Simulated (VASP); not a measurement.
# Ni2MoH4N2: single point with HSE06

Ni2MoH4N2:

```
Mo Ni N H
1.0
     0.00000    3.11870    0.00000
     5.13255   -1.55935    0.00000
     1.31052    0.00000   -4.65828
Mo Ni N H
1 2 2 4
Direct
  0.00000 0.00000 0.00000
  0.88120 0.76240 0.75370
  0.11880 0.23760 0.24630
  0.60670 0.21340 0.77060
  0.39330 0.78660 0.22940
  0.61000 0.22000 0.56600
  0.39000 0.78000 0.43400
  0.70100 0.40200 0.77620
  0.29900 0.59800 0.22380
```

```
Program                            : VASP 6.6.1
Task                               : single point
Functional                         : HSE06
Potentials or basis                : VASP PAW PBE potentials, release 64 (Mo_sv, Ni, N, H)
Cutoff                             : 520 eV
k mesh                             : 4 × 4 × 2
Occupations                        : methfessel-paxton, width 0.0276 eV
Spin                               : no spin polarisation
Dipole correction                  : no
Grid for exact exchange (PRECFOCK) : Fast
Further INCAR settings             : ALGO = Normal; EDIFF = 1e-06; NBANDS = 34
Share of exact exchange            : 0.25
Screening parameter                : 0.2079 1/Å
```

```yaml
Pressure: 40.0 GPa
Largest_force: 6.022 eV/Å
Band_gap_on_the_k_mesh: zero (bands 24 and 25 overlap by 1.42 eV)
```

Forces on the atoms (eV/Å):
```
Mo   0.000  0.000  0.000
Ni  -4.392  0.000  4.120
Ni   4.392  0.000 -4.120
N    0.000  0.000  0.153
N    0.000  0.000 -0.153
H   -0.634  0.000  2.191
H    0.634  0.000 -2.191
H    2.105  0.000 -0.109
H   -2.105  0.000  0.109
```

Stress tensor (GPa, compression positive):
```
 67.70   0.00 -24.55
  0.00   3.00   0.00
-24.55   0.00  49.38
```

Levels at points of the mesh, in eV from the Fermi level:
| k point | band 22 | band 23 | band 24 | band 25 | band 26 | band 27 |
| --- | --- | --- | --- | --- | --- | --- |
| (0.00, 0.00, 0.00) | -2.81 | -2.77 | -0.75 | -0.14 | 1.31 | 1.40 |
| (0.50, 0.00, 0.00) | -2.42 | -1.04 | -0.63 | 0.58 | 0.78 | 1.46 |
| (0.00, 0.50, 0.00) | -3.01 | -2.69 | -0.99 | -0.81 | 0.82 | 1.54 |
| (0.00, 0.00, 0.50) | -2.69 | -2.64 | -0.96 | -0.95 | 1.33 | 1.52 |
| (0.50, 0.00, 0.50) | -2.51 | 0.16 | 0.47 | 1.11 | 1.33 | 1.54 |
| (0.00, 0.50, 0.50) | -2.74 | -1.57 | -0.65 | -0.27 | 0.85 | 1.20 |

Run time: 36 min on 1 × NVIDIA H100 80GB with 1 thread of AMD EPYC 7R13 Processor (Zen 3), on a shared host, peak memory 1.2 GiB.

Caveat: the k points lie up to 0.66 Å⁻¹ apart, too coarse for converged energies and pressures of a metal; the PAW data sets were made with another functional, which shifts forces and pressure a little; the run has no spin polarisation, though such a crystal can be magnetic. Spin polarisation is off, so any magnetic state and its effect on volume and gap are missing.
